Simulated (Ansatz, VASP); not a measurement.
# One calculation of SiHC, two programs

```
Si H C
1.0
     3.27890    0.00000    0.00000
     0.00000    3.27890    0.00000
     0.00000    0.00000    6.17074
Si H C
2 2 2
Direct
  0.50000 0.00000 0.50000
  0.00000 0.50000 0.00000
  0.00000 0.00000 0.75000
  0.00000 0.00000 0.25000
  0.50000 0.50000 0.00000
  0.50000 0.50000 0.50000
```

Change from the starting cell: species swapped into the HoCoC type (P4_2/mmc, No. 131).

Alike in both runs: task relaxation of cell and atoms; functional PBE; k mesh 6 × 6 × 4; occupations gaussian, width 0.1 eV; no spin polarisation.

|  | VASP | Ansatz |
| --- | --- | --- |
| version | VASP 6.6.1 | Ansatz 0.2.0 |
| potentials or method | VASP PAW PBE potentials, release 64 (Si, H, C), cutoff 600 eV | scalar-relativistic, plane waves, PAW |
| valence electrons in the cell | 18 | 18 |

|  | VASP | Ansatz | Ansatz less VASP |
| --- | --- | --- | --- |
| gap on the k mesh at the Fermi level, each at its own relaxed structure (eV) | none | none | - |
| relaxed volume (Å³/atom) | 8.85 | 8.83 | -0.016 |
| relaxed cell length with the largest relative difference (Å) | 3.523 | 3.519 | -0.0043 |

A gap of «none» marks a metal or a gap that the smearing closes.

Noted on VASP's run: the volume moved by over 15 % at a fixed basis, so the end points are rough.
